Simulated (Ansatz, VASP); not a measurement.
## Zr: VASP beside Ansatz

```xyz
2
Lattice="3.2320 0.0000 0.0000 -1.6160 2.7990 0.0000 0.0000 0.0000 5.0955" Properties=species:S:1:pos:R:3 pbc="T T T"
Zr    1.6160    0.9330    3.8216
Zr    0.0000    1.8660    1.2739
```

Alike in both runs: functional PBE; k mesh 8 × 8 × 5; occupations fermi-dirac, width 0.05 eV; no spin polarisation.

|  | VASP | Ansatz |
| --- | --- | --- |
| version | VASP 6.6.1 | Ansatz 0.2.0 |
| potentials or method | VASP PAW PBE potentials, release 64 (Zr_sv) | Ansatz PAW |
| plane-wave cutoff (eV) | 520 | 420 |
| valence electrons in the cell | 24 | 24 |
| task | single point | band structure |

Ansatz gave:

```
gap on the k mesh at the Fermi level (eV)                     : none
pressure (GPa)                                                : 1.6
traceless stress, the component that is largest in VASP (GPa) : 1.47
```

Estimate VASP's values.

gap on the k mesh at the Fermi level (eV): none; pressure (GPa): 1.7; traceless stress, the component that is largest in VASP (GPa): 1.47.

A gap of «none» marks a metal or a gap that the smearing closes. With one functional, cell and mesh, what is left measures potentials, basis and numerics.
